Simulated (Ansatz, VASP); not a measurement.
## B6N: VASP beside Ansatz

```
CELL_PARAMETERS angstrom
3.74200 0.00000 0.00000
-1.87100 3.24067 0.00000
0.00000 0.00000 4.39755
ATOMIC_POSITIONS crystal
B 0.00000 0.00000 0.68215
B 0.00000 0.00000 0.31785
B 0.82447 0.17553 0.00000
B 0.82447 0.64895 0.00000
B 0.35105 0.17553 0.00000
B 0.33333 0.66667 0.00000
N 0.33333 0.66667 0.50000
```

Alike in both runs: functional PBE; k mesh 5 × 5 × 3; occupations gaussian, width 0.2 eV; no spin polarisation.

Ansatz relaxed the structure, and its values are those at the end. VASP's run is a single point on that final structure, the one shown.

```csv
,VASP,Ansatz
version,VASP 6.6.1,Ansatz 0.2.0
potentials or method,"VASP PAW PBE potentials, release 64 (B, N), cutoff 600 eV","scalar-relativistic, plane waves, PAW"
valence electrons in the cell,23,23
```

```tsv
	VASP	Ansatz	Ansatz less VASP
gap on the k mesh at the Fermi level (eV)	none	none	-
pressure (GPa)	-0.1	0.0	+0.16
rms of the force components (eV/Å)	0.004	0.002	-0.0015
```

A gap of «none» marks a metal or a gap that the smearing closes.

The k mesh is coarse, so the values compare programs but aren't converged.
